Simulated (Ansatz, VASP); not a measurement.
## Two plane-wave programs on AlNi

INCAR

```
  PREC = Accurate
  ENCUT = 520
  EDIFF = 1E-6
  ISMEAR = -1
  SIGMA = 0.05
  LREAL = False
  LASPH = True
  NELM = 150
  ALGO = Normal
  ISIF = 2
  LWAVE = False
  LCHARG = False
  ISPIN = 2
  MAGMOM = 0 1
  LORBIT = 11
  LMAXMIX = 4
  NBANDS = 18
```

The input KPOINTS:

```
regular mesh
0
Gamma
  10 10 9
```

The input POSCAR:

```
AlNi
1.0
    1.9224016835     -1.9367758626      0.0000000000
    1.9224016835      1.9367758626      0.0000000000
    0.0000000000      0.0000000000      3.0733831383
Al Ni
1 1
Direct
    0.0000000000      0.0000000000      0.0000000000
    0.5000000000      0.5000000000      0.5000000000
```

Input for Ansatz:

```yaml
crystal:
  lattice:
    - [1.9224016835091609, -1.936775862623631, 0.0]
    - [1.9224016835091609, 1.936775862623631, 0.0]
    - [0.0, 0.0, 3.0733831382976367]
  atoms:
    - { symbol: Al, position: [0.0, 0.0, 0.0] }
    - { symbol: Ni, position: [0.5, 0.5, 0.5], spin: 1.0 }
basis:
  ecutwfc: 435.382179935808
kpoints:
  mp_grid:
    grid: [10, 10, 9]
hamiltonian:
  xc: lda
  pseudopotentials:
    kind: paw
magnetization:
  spin_polarized: true
scf:
  occupations:
    method: fermi_dirac
    width: 0.05
```

Alike in both runs: task single point; functional LDA; k mesh 10 × 10 × 9; occupations fermi-dirac, width 0.05 eV; collinear spin.

|  | VASP | Ansatz |
| --- | --- | --- |
| version | VASP 6.6.1 | Ansatz 0.2.0 |
| potentials or method | VASP PAW LDA potentials, release 64 (Al, Ni), cutoff 520 eV | plane waves, PAW |
| valence electrons in the cell | 13 | 21 |

```csv
,VASP,Ansatz,Ansatz less VASP
net moment per atom (μB),0.00,0.00,0.000
```

LDA's correlation is that of Perdew and Zunger in VASP and of Perdew and Wang (1992) in Ansatz. VASP's potentials hold 13 valence electrons a cell and Ansatz's 21, so a difference there can come from the potentials and not from the codes. Ansatz's warnings: seeded moment not kept.
